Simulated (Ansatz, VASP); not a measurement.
**Two plane-wave programs on Al**

```
Al
1.0
    -1.59122    1.59122    1.59122
     1.59122   -1.59122    1.59122
     1.59122    1.59122   -1.59122
Al
1
Direct
  0.00000 0.00000 0.00000
```

Alike in both runs: task single point; functional PBEsol; k mesh 9 × 9 × 9; occupations fermi-dirac, width 0.15 eV; no spin polarisation.

```csv
,VASP,Ansatz
version,VASP 6.6.1,Ansatz 0.2.0
potentials or method,"VASP PAW PBE potentials, release 64 (Al)","plane waves, PAW"
plane-wave cutoff (eV),520,420
valence electrons in the cell,3,3
```

VASP gave:

```
gap on the k mesh at the Fermi level (eV) : none
pressure (GPa)                            : 2.3
```

**Question.** What did Ansatz give for the same quantities?

**Answer.** gap on the k mesh at the Fermi level (eV): none; pressure (GPa): 2.2.

VASP's potentials were made for PBE, not for PBEsol. A gap of «none» marks a metal or a gap that the smearing closes.
